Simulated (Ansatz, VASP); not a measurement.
Sn: VASP beside Ansatz

INCAR

```
SYSTEM = Sn
PREC = Accurate
ENCUT = 520
EDIFF = 1E-6
ISMEAR = 0
SIGMA = 0.15
LREAL = .FALSE.
LASPH = .TRUE.
NELM = 100
ALGO = Fast
ISIF = 2
LWAVE = .FALSE.
LCHARG = .FALSE.
GGA = PS
IVDW = 12
NBANDS = 13
```

File KPOINTS:

```
Automatic mesh
0
G
  20 20 20
  0 0 0
```

The input POSCAR:

```
Sn
1.0
   -1.8354047422      1.8354047422      2.0189452164
    1.8354047422     -1.8354047422      2.0189452164
    1.8354047422      1.8354047422     -2.0189452164
Sn
1
Direct
    0.0000000000      0.0000000000      0.0000000000
```

Input for Ansatz:

```yaml
crystal:
  lattice:
    - [-1.8354047422, 1.8354047422, 2.0189452164]
    - [1.8354047422, -1.8354047422, 2.0189452164]
    - [1.8354047422, 1.8354047422, -2.0189452164]
  atoms:
    - { symbol: Sn, position: [0.0, 0.0, 0.0] }
basis:
  ecutwfc: 420
kpoints:
  mp_grid: { grid: [20, 20, 20] }
hamiltonian:
  xc: pbesol
  dispersion: d3bj
scf:
  occupations: { method: gaussian, width: 0.15 }
output:
  forces: true
  stress: true
  eigenvalues: true
  write_density: true
  write_potential: true
  elf: true
  volumetric_format: npy
```

Alike in both runs: task single point; functional PBEsol; dispersion D3(BJ); k mesh 20 × 20 × 20; occupations gaussian, width 0.15 eV; no spin polarisation.

|  | VASP | Ansatz |
| --- | --- | --- |
| version | VASP 6.6.1 | Ansatz 0.2.0 |
| potentials or method | VASP PAW PBE potentials, release 64 (Sn_d), cutoff 520 eV | scalar-relativistic, plane waves, PAW |
| valence electrons in the cell | 14 | 14 |

|  | VASP | Ansatz | Ansatz less VASP |
| --- | --- | --- | --- |
| gap on the k mesh at the Fermi level (eV) | none | none | - |
| pressure (GPa) | -4.3 | -4.3 | 0.00 |
| traceless stress, the component that is largest in VASP (GPa) | 0.40 | 0.40 | -0.001 |

VASP's potentials were made for PBE, not for PBEsol. A gap of «none» marks a metal or a gap that the smearing closes.
